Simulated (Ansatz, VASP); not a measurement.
# SiGe3: VASP beside Ansatz

File INCAR:

```
SYSTEM = SiGe3
  PREC = Accurate
  ENCUT = 520
  EDIFF = 1E-6
  ISMEAR = 0
  SIGMA = 0.01
  LREAL = .FALSE.
  LASPH = .TRUE.
  NELM = 60
  ALGO = Normal
  ISIF = 2
  LWAVE = .FALSE.
  LCHARG = .FALSE.
  GGA = PE
  NBANDS = 31
```

File KPOINTS:

```
regular mesh
0
G
  6 6 6
  0 0 0
```

Contents of POSCAR:

```
SiGe3
1.0
    1.9838896617      1.1453992303      6.4671925848
   -1.9838896617      1.1453992303      6.4671925848
    0.0000000000     -2.2907984605      6.4671925848
Si Ge
1 3
Direct
    1.0000856422      0.0000856422      0.0000856422
    0.5000462097      0.5000462097      0.5000462097
    0.3734068851      0.3734068851      0.3734068851
    0.8764612631      0.8764612631      0.8764612631
```

Input for Ansatz:

```yaml
crystal:
  lattice:
    - [1.9838896617, 1.1453992303, 6.4671925848]
    - [-1.9838896617, 1.1453992303, 6.4671925848]
    - [0.0, -2.2907984605, 6.4671925848]
  atoms:
    - { symbol: Si, position: [1.0000856422, 8.56422e-05, 8.56422e-05] }
    - { symbol: Ge, position: [0.5000462097, 0.5000462097, 0.5000462097] }
    - { symbol: Ge, position: [0.3734068851, 0.3734068851, 0.3734068851] }
    - { symbol: Ge, position: [0.8764612631, 0.8764612631, 0.8764612631] }
kpoints:
  mp_grid: { grid: [6, 6, 6] }
hamiltonian:
  xc: pbe
scf:
  occupations: { method: fixed }
output:
  optics:
    e_range: [0, 12]
    de: 0.05
    sigma: 0.1
    bands: { spectra_wanted_up_to: 12 }
```

Alike in both runs: task single point; functional PBE; k mesh 6 × 6 × 6; no spin polarisation.

```csv
,VASP,Ansatz
version,VASP 6.6.1,Ansatz 0.2.0
potentials or method,"VASP PAW PBE potentials, release 64 (Si, Ge_d)","plane waves, PAW"
plane-wave cutoff (eV),520,420
occupations,"gaussian, width 0.01 eV",fixed
valence electrons in the cell,46,46
```

|  | VASP | Ansatz | Ansatz less VASP |
| --- | --- | --- | --- |
| gap on the k mesh at the Fermi level (eV) | 0.39 | 0.38 | -0.004 |
